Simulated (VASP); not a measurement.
A run of VASP 6.6.1 is set up as follows.

The input INCAR:

```
SYSTEM = BeS
ALGO = Normal ; EDIFF = 1E-6
ENCUT = 520 ; GGA = PS
ISIF = 2 ; ISMEAR = 0
LASPH = .True. ; LCHARG = .False.
LREAL = .False. ; LWAVE = .False.
NBANDS = 11 ; NELM = 60
PREC = Accurate ; SIGMA = 0.05
```

KPOINTS

```
k-points
0
Gamma
  10 10 10
  0 0 0
```

Contents of POSCAR:

```
BeS
1.0
    0.0000000000      2.3739766935      2.4123327848
    2.4123327848      0.0000000000      2.4123327848
    2.4123327848      2.3739766935      0.0000000000
Be S
1 1
Direct
    0.0000000000      0.0000000000      0.0000000000
    0.7500000000      0.7500000000      0.7500000000
```

Potentials or basis: VASP PAW PBE potentials, release 64 (Be, S).

Launch:

```bash
$ cat potpaw_PBE.64/Be/POTCAR potpaw_PBE.64/S/POTCAR > POTCAR
$ mpirun -np 1 vasp_std > vasp.out
```

Task: Estimate the pressure.

Result: 2.6 GPa.

Task: Estimate the band gap on the k mesh.

Result: 2.71 eV (least direct gap 5.53 eV).

Stress tensor (GPa, compression positive):
```
2.14 0.00 0.00
0.00 3.63 0.00
0.00 0.00 2.14
```

Caveat: the PAW data sets were made with another functional, which shifts forces and pressure a little. A k mesh can miss the band edges.
